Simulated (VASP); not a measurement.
# Rb (Im-3m) in VASP: notebook

Runs on Rb. Level: PBE. Tasks: single point.

Everything below comes from runs of VASP 6.6.1. Logs are shortened: lines on timing, memory, paths and dates and some standing lists are left out, and cuts for length are marked.

**1. The cell of the first run**

The structure is cubic, space group Im-3m (No. 229). Conventional cell: a = 5.696 Å, b = 5.696 Å, c = 5.696 Å, α = 90.00°, β = 90.00°, γ = 90.00°.

**2. Single point, PBE (strain +0.015 along x and y, +0.015 along z)**

INCAR

```
SYSTEM = Rb
  PREC = Accurate
  ENCUT = 520
  EDIFF = 1E-7
  ISMEAR = 0
  SIGMA = 0.15
  LREAL = .False.
  LASPH = .True.
  NELM = 100
  ALGO = Normal
  ISIF = 2
  LWAVE = .False.
  LCHARG = .False.
  GGA = PE
  NBANDS = 10
```

KPOINTS

```
regular mesh
0
Gamma
  12 12 12
  0 0 0
```

POSCAR

```
Rb
1.0
   -2.8480900000      2.8480900000      2.8480900000
    2.8480900000     -2.8480900000      2.8480900000
    2.8480900000      2.8480900000     -2.8480900000
Rb
1
Direct
    0.0000000000      0.0000000000      0.0000000000
```

Potentials or basis: VASP PAW PBE potentials, release 64 (Rb_sv).

Command:

```sh
cat potpaw_PBE.64/Rb_sv/POTCAR > POTCAR
mpirun -np 1 vasp_std > vasp.out
```

OUTCAR:

```text
SYSTEM = Rb
   PREC = Accurate
   ENCUT = 520
   EDIFF = 1E-7
   ISMEAR = 0
   LREAL = .False.
   LASPH = .True.
   NELM = 100
   ISIF = 2
   GGA = PE

 ion  position               nearest neighbor table
   1  0.000  0.000  0.000-

  LATTYP: Found a body centered cubic cell.
 ALAT       =     5.6961800000

  Lattice vectors:

 A1 = (  -2.8480900000,   2.8480900000,   2.8480900000)
 A2 = (   2.8480900000,  -2.8480900000,   2.8480900000)
 A3 = (   2.8480900000,   2.8480900000,  -2.8480900000)

Analysis of symmetry for initial positions (statically):
=====================================================================
 Subroutine PRICEL returns:
 Original cell was already a primitive cell.

 Routine SETGRP: Setting up the symmetry group for a
 body centered cubic supercell.

 Subroutine GETGRP returns: Found 48 space group operations
 (whereof 48 operations were pure point group operations)
 out of a pool of 48 trial point group operations.

The static configuration has the point symmetry O_h .

Analysis of symmetry for dynamics (positions and initial velocities):
=====================================================================
 Subroutine PRICEL returns:
 Original cell was already a primitive cell.

 Routine SETGRP: Setting up the symmetry group for a
 body centered cubic supercell.

 Subroutine GETGRP returns: Found 48 space group operations
 (whereof 48 operations were pure point group operations)
 out of a pool of 48 trial point group operations.

The dynamic configuration has the point symmetry O_h .

 Subroutine INISYM returns: Found 48 space group operations
 (whereof 48 operations are pure point group operations),
 and found     1 'primitive' translations

----------------------------------------------------------------------------------------

                                     Primitive cell

  volume of cell :      92.4105

  direct lattice vectors                    reciprocal lattice vectors
    -2.848090000  2.848090000  2.848090000     0.000000000  0.175556250  0.175556250
     2.848090000 -2.848090000  2.848090000     0.175556250  0.000000000  0.175556250
     2.848090000  2.848090000 -2.848090000     0.175556250  0.175556250  0.000000000

  length of vectors
     4.933036585  4.933036585  4.933036585     0.248274030  0.248274030  0.248274030

  position of ions in fractional coordinates (direct lattice)
[... 75 lines left out ...]
   ENCUT  =  520.0 eV  38.22 Ry    6.18 a.u.   9.17  9.17  9.17*2*pi/ulx,y,z
   NELM   =    100;   NELMIN=  2; NELMDL= -5     # of ELM steps
   EDIFF  = 0.1E-06   stopping-criterion for ELM
   LREAL  =      F    real-space projection
   EDIFFG = 0.1E-05   stopping-criterion for IOM
   NSW    =      0    number of steps for IOM
   IBRION =     -1    ionic relax: 0-MD 1-quasi-New 2-CG
   NFREE  =      0    steps in history (QN), initial steepest desc. (CG)
   ISIF   =      2    stress and relaxation
   ISYM   =      2    0-nonsym 1-usesym 2-fastsym
   POTIM  = 0.5000    time-step for ionic-motion
   TEBEG  =    0.0;   TEEND  =   0.0 temperature during run
   PSTRESS=    0.0 pullay stress
   NELECT =       9.0000    total number of electrons
   NUPDOWN=      -1.0000    fix difference up-down
   EMIN   =  10.00;   EMAX   =-10.00  energy-range for DOS
   EFERMI =   0.00;   METHOD = LEGACY
   ISMEAR =     0;   SIGMA  =   0.15  broadening in eV -4-tet -1-fermi 0-gaus
   EFERMI_NEDOS =   21; number of points for ismear=-14 and -15
   IALGO  =     38    algorithm
   IMIX   =      4    mixing-type and parameters
     AMIX     =   0.40;   BMIX     =  1.00
     AMIX_MAG =   1.60;   BMIX_MAG =  1.00
  volume/ion in A,a.u.               =      92.41       623.62
  Fermi-wavevector in a.u.,A,eV,Ry     =   0.753209  1.423358  7.718902  0.567323
  Thomas-Fermi vector in A             =   1.850596
   LORBIT       =      0    0 simple, 1 ext, 2 COOP (PROOUT), +10 PAW based schemes
   GGA     = PE    functional components
   LHFCALC =     F    Hartree Fock is set to
   AEXX    =    0.0000 exact exchange contribution
   IVDW    =     0    specifies the selected vdW correction
   LEPSILON=     F    determine dielectric tensor
   LRPA    =     F    only Hartree local field effects (RPA)
 non-spin polarized calculation
 Gauss-broadening in eV      SIGMA  =   0.15
  energy-cutoff  :      520.00
  volume of cell :       92.41
 maximum number of plane-waves:      2511
 NGX is ok and might be reduce to    40
   NGX = 19   NGY = 19   NGZ = 19

 number of electron       9.0000000 magnetization

 Free energy of the ion-electron system (eV)
  ---------------------------------------------------
  ext. energy  EPLUGINS =         0.00000000
  ---------------------------------------------------
  free energy    TOTEN  =        -0.94059010 eV

  energy without entropy =       -0.92928586  energy(sigma->0) =       -0.93493798

 E-fermi :  -0.0272     XC(G=0):  -5.4296

 val. band max:       -0.0426968345   @ k =   0.2500   0.2500   0.0000
 cond. band min:       0.0029014049   @ k =   0.3333   0.1667   0.0000
 fundamental gap:      0.0455982393
 Fermi energy:        -0.0271849045

 k-point     1 :       0.0000    0.0000    0.0000
  band No.  band energies     occupation
      1     -28.9330      2.00000
      2     -12.9767      2.00000
      3     -12.9767      2.00000
      4     -12.9767      2.00000
      5      -1.9739      2.00000
      6       3.6423      0.00000
      7       3.6423      0.00000
      8       3.6423      0.00000
      9       4.5648      0.00000
     10       4.5648      0.00000
[... 287 lines left out ...]
 k-point    24 :       0.4167    0.0833    0.0833
  band No.  band energies     occupation
      1     -28.9291      2.00000
      2     -13.0608      2.00000
      3     -13.0106      2.00000
      4     -12.9825      2.00000
      5       0.3928      0.00008
      6       0.7990      0.00000
      7       2.2534      0.00000
      8       3.9582      0.00000
      9       5.1492      0.00000
     10       5.2024      0.00000

 [... further k-points ...]
[... 5 lines left out ...]
  --------------------------------------------------------------------------------------
  -------------------------------------------------------------------------------------
  Total       -0.0211676     -0.0211676     -0.0211676      0.0000000     -0.0000000     -0.0000000
  in kB       -0.3669961     -0.3669961     -0.3669961      0.0000000     -0.0000000     -0.0000000
  external PRESSURE =      -0.3669961 kB  Pullay stress =       0.0000000 kB

 VOLUME and BASIS-vectors are now :
 -----------------------------------------------------------------------------
  energy-cutoff  :      520.00
  volume of cell :       92.41
      direct lattice vectors                 reciprocal lattice vectors
    -2.848090000  2.848090000  2.848090000     0.000000000  0.175556250  0.175556250
     2.848090000 -2.848090000  2.848090000     0.175556250  0.000000000  0.175556250
     2.848090000  2.848090000 -2.848090000     0.175556250  0.175556250  0.000000000

 POSITION                                       TOTAL-FORCE (eV/Angst)
 -----------------------------------------------------------------------------------
      0.00000      0.00000      0.00000         0.000000      0.000000     -0.000000
 -----------------------------------------------------------------------------------
    total drift:                               -0.000000      0.000000     -0.000000

  FREE ENERGIE OF THE ION-ELECTRON SYSTEM (eV)
  ---------------------------------------------------
  free  energy   TOTEN  =        -0.9405900959 eV

  energy  without entropy=       -0.9292858621  energy(sigma->0) =       -0.93493798
```

OSZICAR:

```text
N       E                     dE             d eps       ncg     rms          rms(c)
DAV:   1     0.418471025244E+02    0.41847E+02   -0.32584E+03  1440   0.657E+02
DAV:   2     0.181849543985E+01   -0.40029E+02   -0.39069E+02  1588   0.123E+02
DAV:   3    -0.816871628342E+00   -0.26354E+01   -0.26273E+01  1862   0.320E+01
DAV:   4    -0.936976613708E+00   -0.12010E+00   -0.11998E+00  2116   0.592E+00
DAV:   5    -0.938863061624E+00   -0.18864E-02   -0.18863E-02  1924   0.680E-01    0.120E+00
DAV:   6    -0.939501355770E+00   -0.63829E-03   -0.20825E-03  2034   0.257E-01    0.723E-01
DAV:   7    -0.940459241610E+00   -0.95789E-03   -0.30743E-03  1674   0.319E-01    0.458E-02
DAV:   8    -0.940577444505E+00   -0.11820E-03   -0.11500E-04  1670   0.846E-02    0.204E-02
DAV:   9    -0.940590336194E+00   -0.12892E-04   -0.12822E-05  1876   0.277E-02    0.507E-03
DAV:  10    -0.940590043210E+00    0.29298E-06   -0.35145E-06  2066   0.104E-02    0.104E-03
DAV:  11    -0.940590095929E+00   -0.52718E-07   -0.12319E-07  1404   0.226E-03
   1 F= -.94059010E+00 E0= -.93493798E+00  d E =-.113042E-01
```

Run time: 25 s. Hardware: 1 thread of Intel Xeon 6975P-C (Granite Rapids), shared host; peak memory 0.25 GiB.

What came out:

- Free energy: -0.9406 eV
- Pressure: 0.0 GPa

Levels at points of the mesh, in eV from the Fermi level:
```csv
k point,band 1,band 2,band 3,band 4,band 5,band 6,band 7,band 8,band 9
"(0.00, 0.00, 0.00)",-28.91,-12.95,-12.95,-12.95,-1.95,3.67,3.67,3.67,4.59
"(0.50, 0.00, 0.00)",-28.90,-13.04,-12.98,-12.95,0.25,0.77,2.59,4.22,5.12
"(0.50, 0.50, 0.50)",-28.90,-13.01,-13.01,-13.01,1.27,1.27,3.22,3.22,3.22
```

Caveat: the cell differs from its parent crystal (strain +0.015 along x and y, +0.015 along z).

**3. Single point, PBE (strain +0.030 along x and y, +0.030 along z)**

INCAR

```
ALGO     = Normal         # electronic algorithm
EDIFF    = 1E-6           # SCF threshold, eV
ENCUT    = 520            # plane-wave cutoff, eV
GGA      = PE             # functional
ISIF     = 2              # what is computed and relaxed
ISMEAR   = 0              # smearing method
LASPH    = True           # aspherical terms in the spheres
LCHARG   = False          # write CHGCAR
LREAL    = False          # projectors in reciprocal space
LWAVE    = False          # write WAVECAR
NBANDS   = 10             # bands
NELM     = 80             # most SCF steps
PREC     = Accurate       # precision mode
SIGMA    = 0.15           # smearing width, eV
```

KPOINTS

```
k-points
0
Gamma
  12 12 12
```

POSCAR

```
Rb
1.0
   -2.8901800000      2.8901800000      2.8901800000
    2.8901800000     -2.8901800000      2.8901800000
    2.8901800000      2.8901800000     -2.8901800000
Rb
1
Direct
    0.0000000000      0.0000000000      0.0000000000
```

Potentials or basis: VASP PAW PBE potentials, release 64 (Rb_sv).

Command:

```sh
cat potpaw_PBE.64/Rb_sv/POTCAR > POTCAR
mpirun -np 1 vasp_std > vasp.out
```

It took 22 s on 1 thread of Intel Xeon 6975P-C (Granite Rapids), shared host; peak memory 0.26 GiB.

It converged, with:

```yaml
Free_energy: -0.9382 eV
Pressure: -0.1 GPa
```

Levels at points of the mesh, in eV from the Fermi level:
```tsv
k point	band 1	band 2	band 3	band 4	band 5	band 6	band 7	band 8
(0.00, 0.00, 0.00)	-28.93	-12.98	-12.98	-12.98	-1.89	3.63	3.63	3.63
(0.50, 0.00, 0.00)	-28.93	-13.06	-13.00	-12.98	0.25	0.75	2.58	4.13
(0.50, 0.50, 0.50)	-28.93	-13.03	-13.03	-13.03	1.30	1.30	3.11	3.11
```

Caveat: the cell differs from its parent crystal (strain +0.030 along x and y, +0.030 along z).
